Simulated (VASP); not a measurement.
A run of VASP 6.6.1 is set up as follows.

INCAR

```
SYSTEM = Zr3MoRh
PREC = Accurate ; ENCUT = 520
EDIFF = 1E-7 ; ISMEAR = 0
SIGMA = 0.1 ; LREAL = .False.
LASPH = .True. ; NELM = 100
ALGO = Normal ; ISIF = 2
LWAVE = .False. ; LCHARG = .True.
GGA = PE ; LELF = .True.
LVHAR = .True. ; NBANDS = 40
```

The input KPOINTS:

```
regular mesh
0
Gamma
  4 4 4
  0 0 0
```

POSCAR

```
Zr3MoRh
1.0
    4.1663374226      0.0000000000      0.0000000000
    0.0000000000      4.1663374226      0.0000000000
    0.0000000000      0.0000000000      4.1663374226
Zr Mo Rh
3 1 1
Direct
    0.0000000000      0.5000000000      0.5000000000
    0.5000000000      0.0000000000      0.5000000000
    0.5000000000      0.5000000000      0.0000000000
    0.0000000000      0.0000000000      0.0000000000
    0.5000000000      0.5000000000      0.5000000000
```

Potentials or basis: VASP PAW PBE potentials, release 64 (Zr_sv, Mo_sv, Rh_pv).

Command:

```console
$ cat potpaw_PBE.64/Zr_sv/POTCAR potpaw_PBE.64/Mo_sv/POTCAR potpaw_PBE.64/Rh_pv/POTCAR > POTCAR
$ mpirun -np 1 vasp_std > vasp.out
```

(1) Estimate the band gap on the k mesh.

(2) Predict the pressure.

Results:

(1) zero (an odd number of electrons rules out a gap without spin polarisation).

(2) 140.3 GPa.

Caveat: the k points lie up to 0.38 Å⁻¹ apart, too coarse for converged energies and pressures of a metal.
